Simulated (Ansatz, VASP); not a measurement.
# Zn in VASP and in Ansatz

File INCAR:

```
ALGO = Fast
EDIFF = 1E-7
ENCUT = 520
GGA = PS
ISIF = 2
ISMEAR = 0
LASPH = T
LCHARG = F
LREAL = F
LWAVE = F
NBANDS = 19
NELM = 100
PREC = Accurate
SIGMA = 0.15
```

The input KPOINTS:

```
k-points
0
Gamma
  24 24 10
```

Contents of POSCAR:

```
Zn
1.0
    2.6248260824      0.0000000000      0.0000000000
   -1.3124130412      2.2731660679      0.0000000000
    0.0000000000      0.0000000000      4.8724995000
Zn
2
Direct
    0.3333333333      0.6666666667      0.2500000000
    0.6666666667      0.3333333333      0.7500000000
```

Input for Ansatz:

```yaml
crystal:
  lattice:
    - [2.6248260824, 0.0, 0.0]
    - [-1.3124130412, 2.2731660679, 0.0]
    - [0.0, 0.0, 4.8724995]
  atoms:
    - { symbol: Zn, position: [0.3333333333, 0.6666666667, 0.25] }
    - { symbol: Zn, position: [0.6666666667, 0.3333333333, 0.75] }
basis:
  ecutwfc: 420
kpoints:
  mp_grid: { grid: [24, 24, 10] }
hamiltonian:
  xc: pbesol
scf:
  occupations: { method: gaussian, width: 0.15 }
output:
  forces: true
  stress: true
  eigenvalues: true
```

Change from the starting cell: strain -0.015 along x and y, -0.015 along z, atoms carried along.

Alike in both runs: task single point; functional PBEsol; k mesh 24 × 24 × 10; occupations gaussian, width 0.15 eV; no spin polarisation.

```csv
,VASP,Ansatz
version,VASP 6.6.1,Ansatz 0.2.0
potentials or method,"VASP PAW PBE potentials, release 64 (Zn), cutoff 520 eV","scalar-relativistic, plane waves, PAW"
valence electrons in the cell,24,24
```

|  | VASP | Ansatz | Ansatz less VASP |
| --- | --- | --- | --- |
| gap on the k mesh at the Fermi level (eV) | none | none | - |
| pressure (GPa) | -1.7 | -2.1 | -0.41 |
| traceless stress, the component that is largest in VASP (GPa) | 1.08 | 1.24 | +0.158 |

VASP's potentials were made for PBE, not for PBEsol. A gap of «none» marks a metal or a gap that the smearing closes. With one functional, cell and mesh, what is left measures potentials, basis and numerics.
